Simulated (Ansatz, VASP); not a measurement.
RbBr in VASP and in Ansatz

```xyz
2
Lattice="0.0000 3.4275 3.3590 3.4275 0.0000 3.3590 3.4275 3.4275 0.0000" Properties=species:S:1:pos:R:3 pbc="T T T"
Rb    0.0000    0.0000    0.0000
Br    3.4275    3.4275    3.3590
```

Change from the starting cell: zz strain of -2 %, crystal datasets.

Alike in both runs: task electric field gradients; functional PBEsol; k mesh 7 × 7 × 7; occupations fermi-dirac, width 0.03 eV; no spin polarisation.

|  | VASP | Ansatz |
| --- | --- | --- |
| version | VASP 6.6.1 | Ansatz 0.2.0 |
| potentials or method | VASP PAW PBE potentials, release 64 (Rb_sv, Br), cutoff 520 eV | all-electron PAW with datasets made for the crystal, scalar-relativistic |

|  | VASP | Ansatz | Ansatz less VASP |
| --- | --- | --- | --- |
| gap on the k mesh at the Fermi level (eV) | 4.24 | 4.24 | +0.003 |
| pressure (GPa) | 0.3 | 0.2 | -0.04 |
| traceless stress, the component that is largest in VASP (GPa) | 0.46 | 0.45 | -0.008 |
| size of Vzz on the site where it differs most (V/Å²) | 6.8 | 7.8 | +1.03 |

VASP's potentials were made for PBE, not for PBEsol. Ansatz ran all-electron here, and VASP with PAW potentials.
